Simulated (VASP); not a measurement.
# BN: single point with PBE-based global hybrid with 20 % exact exchange

BN:

```
B N
1.0
     2.50556    0.00000    0.00000
    -1.25278    2.16987    0.00000
     0.00000    0.00000    6.65288
B N
2 2
Direct
  0.33333 0.66667 0.25000
  0.66667 0.33333 0.75000
  0.33333 0.66667 0.75000
  0.66667 0.33333 0.25000
```

```
Program                            : VASP 6.6.1
Task                               : single point
Functional                         : PBE-based global hybrid with 20 % exact exchange
Potentials or basis                : VASP PAW PBE potentials, release 64 (B, N)
Cutoff                             : 520 eV
k mesh                             : 6 × 6 × 2
Occupations                        : gaussian, width 0.05 eV
Spin                               : no spin polarisation
Dipole correction                  : no
Grid for exact exchange (PRECFOCK) : Normal
Share of exact exchange            : 0.2
Further INCAR settings             : ALGO = Normal; EDIFF = 1e-07; NBANDS = 16
```

| Item | Value |
| --- | --- |
| Pressure | -1.1 GPa |
| Band gap on the k mesh | 5.93 eV (least direct gap 6.38 eV) |

Stress tensor (GPa, compression positive):
```
-2.70  0.00  0.00
 0.00 -2.70  0.00
 0.00  0.00  2.13
```

Levels at points of the mesh, in eV from the valence-band top:
```csv
k point,band 6,band 7,band 8,band 9,band 10,band 11
"(0.00, 0.00, 0.00)",-1.54,-1.50,-1.50,6.78,12.28,13.56
"(0.50, 0.00, 0.00)",-4.47,-1.53,-0.48,5.93,7.41,11.36
"(0.00, 0.00, 0.50)",-1.52,-1.52,-1.52,9.29,9.29,13.63
"(0.50, 0.00, 0.50)",-4.50,-0.98,-0.98,6.42,6.42,11.79
```

It took 6.7 min on 1 thread of AMD EPYC 7R43 64-Core Processor (Zen 3), with other jobs on the host, peak memory 0.12 GiB.

Caveat: the k points lie up to 0.48 Å⁻¹ apart; the PAW data sets were made with another functional, which shifts forces and pressure a little. A k mesh can miss the band edges.
